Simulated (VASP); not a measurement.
## Al2Cu: single point with PBEsol

Al2Cu:

```
Al Cu
1.0
     4.10518    0.00000    0.00000
     0.00000    4.10518    0.00000
     0.00000    0.00000    2.89131
Al Cu
2 1
Direct
  0.50000 0.00000 0.50000
  0.00000 0.50000 0.50000
  0.00000 0.00000 0.00000
```

```json
{"Program": "VASP 6.6.1", "Task": "single point", "Functional": "PBEsol", "Potentials or basis": "VASP PAW PBE potentials, release 64 (Al, Cu)", "Cutoff": "520 eV", "k mesh": "10 × 10 × 14", "Occupations": "fermi-dirac, width 0.3 eV", "Spin": "no spin polarisation"}
```

```yaml
Pressure: -1.7 GPa
```

Stress tensor (GPa, compression positive):
```
-1.23  0.00  0.00
 0.00 -1.23  0.00
 0.00  0.00 -2.65
```

Levels at points of the mesh, in eV from the Fermi level:
```tsv
k point	band 5	band 6	band 7	band 8	band 9	band 10	band 11	band 12	band 13	band 14
(0.00, 0.00, 0.00)	-4.01	-4.01	-2.32	-2.32	-0.04	0.91	5.99	6.21	6.21	7.09
(0.50, 0.00, 0.00)	-4.26	-4.04	-4.00	-1.01	1.61	1.78	1.96	7.38	8.40	9.23
(0.50, 0.50, 0.00)	-4.31	-4.15	-4.03	-4.03	-2.38	8.58	8.58	9.30	9.91	10.14
(0.00, 0.00, 0.50)	-4.71	-4.01	-2.97	2.56	2.57	2.57	2.79	2.79	3.15	3.67
(0.50, 0.00, 0.50)	-4.10	-4.08	-3.01	-2.44	-1.66	3.70	4.03	4.39	4.98	6.03
(0.50, 0.50, 0.50)	-3.86	-3.44	-2.21	-2.21	-0.85	-0.85	-0.04	-0.04	2.42	11.64
```

Wall time 90 s on 1 thread of Intel Xeon 6975P-C, with other jobs on the host, peak memory 0.26 GiB.

Caveat: the PAW data sets were made with another functional, which shifts forces and pressure a little.
